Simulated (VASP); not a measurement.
# MoPd (P-6m2) in VASP: further runs, part 2 of 2

VASP 6.6.1. The steps go on from the part before.

## Step 3: Single point, LDA

Input file INCAR:

```
  PREC = Accurate
  ENCUT = 520
  EDIFF = 1E-6
  ISMEAR = -1
  SIGMA = 0.1
  LREAL = F
  LASPH = T
  NELM = 60
  ALGO = Normal
  ISIF = 2
  LWAVE = F
  LCHARG = T
  LELF = T
  LVHAR = T
  ISYM = 0
  NBANDS = 19
```

Input file KPOINTS:

```
Automatic mesh
0
Gamma
  7 7 4
  0.5 0.5 0.5
```

Input file POSCAR:

```
MoPd
1.0
    2.7938960000      0.0000000000      0.0000000000
   -1.3969480000      2.4195850000      0.0000000000
    0.0000000000      0.0000000000      4.5663710000
Mo Pd
1 1
Direct
    0.6666666667      0.3333333333      0.5000000000
    0.3333333333      0.6666666667      0.0000000000
```

Potentials or basis: VASP PAW LDA potentials, release 64 (Mo_sv, Pd).

The run is started by

```bash
cat potpaw_LDA.64/Mo_sv/POTCAR potpaw_LDA.64/Pd/POTCAR > POTCAR
mpirun -np 1 vasp_std > vasp.out
```

OUTCAR:

```text
PREC = Accurate
   ENCUT = 520
   EDIFF = 1E-6
   ISMEAR = -1
   LREAL = F
   LASPH = T
   NELM = 60
   ISIF = 2
   ISYM = 0

 ion  position               nearest neighbor table
   1  0.667  0.333  0.500-   2 2.80   2 2.80   2 2.80   2 2.80   2 2.80   2 2.80
   2  0.333  0.667  0.000-   1 2.80   1 2.80   1 2.80   1 2.80   1 2.80   1 2.80

IMPORTANT INFORMATION: All symmetrisations will be switched off!
NOSYMM: (Re-)initialisation of all symmetry stuff for point group C_1.

----------------------------------------------------------------------------------------

                                     Primitive cell

  volume of cell :      30.8690

  direct lattice vectors                    reciprocal lattice vectors
     2.793896000  0.000000000  0.000000000     0.357923130  0.206647008  0.000000000
    -1.396948000  2.419585000  0.000000000     0.000000000  0.413294015  0.000000000
     0.000000000  0.000000000  4.566371000     0.000000000  0.000000000  0.218992281

  length of vectors
     2.793896000  2.793896077  4.566371000     0.413294027  0.413294015  0.218992281

  position of ions in fractional coordinates (direct lattice)
     0.666666667  0.333333333  0.500000000
     0.333333333  0.666666667  0.000000000

  ion indices of the primitive-cell ions
   primitive index   ion index
                 1           1
                 2           2

----------------------------------------------------------------------------------------

 KPOINTS: Automatic mesh

Automatic generation of k-mesh.
 Grid dimensions read from file:
 generate k-points for:    7    7    4

 Generating k-lattice:

  Cartesian coordinates                     Fractional coordinates (reciprocal lattice)
     0.051131876  0.029521001  0.000000000     0.142857143 -0.000000000  0.000000000
     0.000000000  0.059042002  0.000000000     0.000000000  0.142857143  0.000000000
     0.000000000  0.000000000  0.054748070     0.000000000  0.000000000  0.250000000

  Length of vectors
     0.059042004  0.059042002  0.054748070

  Shift w.r.t. Gamma in fractional coordinates (k-lattice)
     0.500000000  0.500000000  0.500000000

 Subroutine IBZKPT returns following result:
 ===========================================

 Found    294 irreducible k-points:

 Following reciprocal coordinates:
            Coordinates               Weight
  0.071429  0.071429  0.125000      2.000000
 -0.071429  0.142857  0.125000      2.000000
 -0.142857  0.071429  0.125000      2.000000
 -0.071429 -0.071429  0.125000      2.000000
  0.071429 -0.142857  0.125000      2.000000
  0.142857 -0.071429  0.125000      2.000000
[... 16 lines left out ...]
  0.071429 -0.428571  0.125000      2.000000
  0.428571 -0.357143  0.125000      2.000000
 [... further k-points ...]
   k-points           NKPTS =    294   k-points in BZ     NKDIM =    294   number of bands    NBANDS=     19
   number of dos      NEDOS =    301   number of ions     NIONS =      2
   total plane-waves  NPLWV =  20736
   dimension x,y,z NGX =    24 NGY =   24 NGZ =   36
   dimension x,y,z NGXF=    48 NGYF=   48 NGZF=   72
   ions per type =               1   1
   NGX,Y,Z   is equivalent  to a cutoff of  14.28, 14.28, 13.11 a.u.
   NGXF,Y,Z  is equivalent  to a cutoff of  28.56, 28.56, 26.21 a.u.
 SYSTEM =  unknown system
   PREC   = accura    normal or accurate (medium, high low for compatibility)
   ISTART =      0    job   : 0-new  1-cont  2-samecut
   ICHARG =      2    charge: 1-file 2-atom 10-const
   ISPIN  =      1    spin polarized calculation?
   LNONCOLLINEAR =      F non collinear calculations
   LSORBIT =      F    spin-orbit coupling
   LASPH  =      T    aspherical Exc in radial PAW
   ENCUT  =  520.0 eV  38.22 Ry    6.18 a.u.   5.19  5.19  8.49*2*pi/ulx,y,z
   NELM   =     60;   NELMIN=  2; NELMDL= -5     # of ELM steps
   EDIFF  = 0.1E-05   stopping-criterion for ELM
   LREAL  =      F    real-space projection
   EDIFFG = 0.1E-04   stopping-criterion for IOM
   NSW    =      0    number of steps for IOM
   IBRION =     -1    ionic relax: 0-MD 1-quasi-New 2-CG
   NFREE  =      0    steps in history (QN), initial steepest desc. (CG)
   ISIF   =      2    stress and relaxation
   ISYM   =      0    0-nonsym 1-usesym 2-fastsym
   POTIM  = 0.5000    time-step for ionic-motion
   TEBEG  =    0.0;   TEEND  =   0.0 temperature during run
   PSTRESS=    0.0 pullay stress
   NELECT =      24.0000    total number of electrons
   NUPDOWN=      -1.0000    fix difference up-down
   EMIN   =  10.00;   EMAX   =-10.00  energy-range for DOS
   EFERMI =   0.00;   METHOD = LEGACY
   ISMEAR =    -1;   SIGMA  =   0.10  broadening in eV -4-tet -1-fermi 0-gaus
   EFERMI_NEDOS =   21; number of points for ismear=-14 and -15
   IALGO  =     38    algorithm
   IMIX   =      4    mixing-type and parameters
     AMIX     =   0.40;   BMIX     =  1.00
     AMIX_MAG =   1.60;   BMIX_MAG =  1.00
  volume/ion in A,a.u.               =      15.43       104.16
  Fermi-wavevector in a.u.,A,eV,Ry     =   1.505351  2.844701 30.831917  2.266082
  Thomas-Fermi vector in A             =   2.616211
   LORBIT       =      0    0 simple, 1 ext, 2 COOP (PROOUT), +10 PAW based schemes
   GGA     = CA    functional components
   LHFCALC =     F    Hartree Fock is set to
   AEXX    =    0.0000 exact exchange contribution
   IVDW    =     0    specifies the selected vdW correction
   LEPSILON=     F    determine dielectric tensor
   LRPA    =     F    only Hartree local field effects (RPA)
 non-spin polarized calculation
  energy-cutoff  :      520.00
  volume of cell :       30.87
 maximum number of plane-waves:       840
 NGX is ok and might be reduce to    24
   NGX = 11   NGY = 11   NGZ = 17

 number of electron      24.0000003 magnetization

 Free energy of the ion-electron system (eV)
  ---------------------------------------------------
  ext. energy  EPLUGINS =         0.00000000
  ---------------------------------------------------
  free energy    TOTEN  =       -18.58179214 eV

  energy without entropy =      -18.53294331  energy(sigma->0) =      -18.55736773

 E-fermi :  11.0988     XC(G=0): -13.4745

 val. band max:       11.0861422669   @ k =  -0.0714  -0.0714   0.1250
 cond. band min:      11.1843969681   @ k =   0.0714   0.1429   0.3750
 fundamental gap:      0.0982547012
 Fermi energy:        11.0988262751

 k-point     1 :       0.0714    0.0714    0.1250
  band No.  band energies     occupation
      1     -49.6079      2.00000
      2     -23.9720      2.00000
      3     -23.3820      2.00000
      4     -23.2568      2.00000
      5       4.2573      2.00000
      6       5.8611      2.00000
[... 11 lines left out ...]
     18      25.8872      0.00000
     19      27.9155      0.00000

 k-point     2 :      -0.0714    0.1429    0.1250
  band No.  band energies     occupation
      1     -49.6079      2.00000
      2     -23.9720      2.00000
      3     -23.3820      2.00000
      4     -23.2568      2.00000
      5       4.2573      2.00000
      6       5.8611      2.00000
[... 11 lines left out ...]
     18      25.8872      0.00000
     19      27.9155      0.00000

 k-point     3 :      -0.1429    0.0714    0.1250
  band No.  band energies     occupation
      1     -49.6079      2.00000
      2     -23.9720      2.00000
      3     -23.3820      2.00000
      4     -23.2568      2.00000
      5       4.2573      2.00000
      6       5.8611      2.00000
[... 11 lines left out ...]
     18      25.8872      0.00000
     19      27.9155      0.00000

 k-point     4 :      -0.0714   -0.0714    0.1250
  band No.  band energies     occupation
      1     -49.6079      2.00000
      2     -23.9720      2.00000
      3     -23.3820      2.00000
      4     -23.2568      2.00000
      5       4.2573      2.00000
      6       5.8611      2.00000
[... 407 lines left out ...]
     18      21.7454      0.00000
     19      23.7911      0.00000

 k-point    23 :       0.0714   -0.4286    0.1250
  band No.  band energies     occupation
      1     -49.4745      2.00000
      2     -24.2034      2.00000
      3     -23.8440      2.00000
      4     -23.4828      2.00000
      5       5.7493      2.00000
      6       6.0389      2.00000
[... 11 lines left out ...]
     18      21.7454      0.00000
     19      23.7911      0.00000

 k-point    24 :       0.4286   -0.3571    0.1250
  band No.  band energies     occupation
      1     -49.4745      2.00000
      2     -24.2034      2.00000
      3     -23.8440      2.00000
      4     -23.4828      2.00000
      5       5.7493      2.00000
      6       6.0389      2.00000
[... 11 lines left out ...]
     18      21.7454      0.00000
     19      23.7911      0.00000

 [... further k-points ...]
[... 5 lines left out ...]
  --------------------------------------------------------------------------------------
  -------------------------------------------------------------------------------------
  Total       -2.9959721     -2.9959736     -2.6089614     -0.0000012     -0.0000003      0.0000000
  in kB     -155.4984395   -155.4985165   -135.4116146     -0.0000611     -0.0000151      0.0000024
  external PRESSURE =    -148.8028569 kB  Pullay stress =       0.0000000 kB

 VOLUME and BASIS-vectors are now :
 -----------------------------------------------------------------------------
  energy-cutoff  :      520.00
  volume of cell :       30.87
      direct lattice vectors                 reciprocal lattice vectors
     2.793896000  0.000000000  0.000000000     0.357923130  0.206647008  0.000000000
    -1.396948000  2.419585000  0.000000000     0.000000000  0.413294015  0.000000000
     0.000000000  0.000000000  4.566371000     0.000000000  0.000000000  0.218992281

 POSITION                                       TOTAL-FORCE (eV/Angst)
 -----------------------------------------------------------------------------------
      1.39695      0.80653      2.28319        -0.000001     -0.000000      0.000000
     -0.00000      1.61306      0.00000         0.000001      0.000000     -0.000000
 -----------------------------------------------------------------------------------
    total drift:                                0.000002     -0.000000      0.000000

  FREE ENERGIE OF THE ION-ELECTRON SYSTEM (eV)
  ---------------------------------------------------
  free  energy   TOTEN  =       -18.5817921432 eV

  energy  without entropy=      -18.5329433132  energy(sigma->0) =      -18.55736773
```

OSZICAR:

```text
N       E                     dE             d eps       ncg     rms          rms(c)
DAV:   1     0.205521949427E+03    0.20552E+03   -0.14316E+04 11172   0.129E+03
DAV:   2    -0.154847181079E+02   -0.22101E+03   -0.21573E+03 11823   0.372E+02
DAV:   3    -0.197981011469E+02   -0.43134E+01   -0.42822E+01 12734   0.559E+01
DAV:   4    -0.198211866901E+02   -0.23086E-01   -0.23081E-01 12300   0.413E+00
DAV:   5    -0.198214789188E+02   -0.29223E-03   -0.29223E-03 12393   0.484E-01    0.155E+01
DAV:   6    -0.188069795817E+02    0.10145E+01   -0.36864E+00 12138   0.161E+01    0.563E+00
DAV:   7    -0.188914043626E+02   -0.84425E-01   -0.34041E+00 11940   0.126E+01    0.435E+00
DAV:   8    -0.185909817219E+02    0.30042E+00   -0.17794E+00 11745   0.853E+00    0.132E+00
DAV:   9    -0.185829978553E+02    0.79839E-02   -0.42292E-02 12000   0.176E+00    0.327E-01
DAV:  10    -0.185817909755E+02    0.12069E-02   -0.61037E-03 12471   0.569E-01    0.781E-02
DAV:  11    -0.185817934975E+02   -0.25219E-05   -0.11966E-04 12105   0.872E-02    0.205E-02
DAV:  12    -0.185817921144E+02    0.13830E-05   -0.76429E-06 12519   0.241E-02    0.861E-03
DAV:  13    -0.185817921432E+02   -0.28795E-07   -0.50963E-07  6774   0.602E-03
   1 F= -.18581792E+02 E0= -.18557368E+02  d E =-.488488E-01
```

Wall time 2.4 min (1 thread of AMD EPYC 7R13 (Zen 3), shared host); peak memory 0.25 GiB.

Results:

| Quantity | Value |
| --- | --- |
| Free energy | -18.5818 eV |
| Pressure | -14.9 GPa |
| Band gap on the k mesh | zero (band 12 reaches 12.13 eV, above the bottom of band 13 at 10.46 eV) |

Stress tensor (GPa, compression positive):
```
-15.55   0.00   0.00
  0.00 -15.55   0.00
  0.00   0.00 -13.54
```

Levels at points of the mesh, in eV from the Fermi level:
```tsv
k point	band 8	band 9	band 10	band 11	band 12	band 13	band 14	band 15	band 16	band 17
(0.07, 0.07, 0.12)	-2.95	-2.80	-2.43	-2.27	-0.86	-0.38	-0.01	2.17	3.47	9.30
```

Caveat: the k points lie up to 0.37 Å⁻¹ apart.

## Step 4: Single point, LDA

Input file INCAR:

```
ALGO     = Normal         # electronic algorithm
EDIFF    = 1E-6           # SCF threshold, eV
ENCUT    = 540            # plane-wave cutoff, eV
GGA      = CA             # functional
GGA_COMPAT= False        
ISIF     = 2              # what is computed and relaxed
ISMEAR   = -1             # smearing method
ISYM     = 0            
LASPH    = True           # aspherical terms in the spheres
LCHARG   = False          # write CHGCAR
LREAL    = False          # projectors in reciprocal space
LWAVE    = False          # write WAVECAR
NBANDS   = 23             # bands
NELM     = 120            # most SCF steps
PREC     = Accurate       # precision mode
SIGMA    = 0.1            # smearing width, eV
```

KPOINTS is that of step 3.

POSCAR is that of step 3.

Potentials or basis: VASP PAW LDA potentials, release 64 (Mo_sv, Pd_sv_GW).

The run is started by

```bash
cat potpaw_LDA.64/Mo_sv/POTCAR potpaw_LDA.64/Pd_sv_GW/POTCAR > POTCAR
mpirun -np 1 vasp_std > vasp.out
```

Run time: 1.8 min. Hardware: 1 thread of Intel Xeon 6975P-C (Granite Rapids), shared host; peak memory 0.37 GiB.

The run converged. Its results:

```
Free energy            : -17.1221 eV
Pressure               : -16.1 GPa
Band gap on the k mesh : zero (band 16 reaches 11.45 eV, above the bottom of band 17 at 9.78 eV)
```

Stress tensor (GPa, compression positive):
```
-16.72   0.00   0.00
  0.00 -16.72   0.00
  0.00   0.00 -14.82
```

Levels at points of the mesh, in eV from the Fermi level:
```csv
k point,band 14,band 15,band 16,band 17,band 18,band 19
"(0.07, 0.07, 0.12)",-2.42,-2.27,-0.86,-0.38,-0.01,2.17
```

Caveat: the k points lie up to 0.37 Å⁻¹ apart.
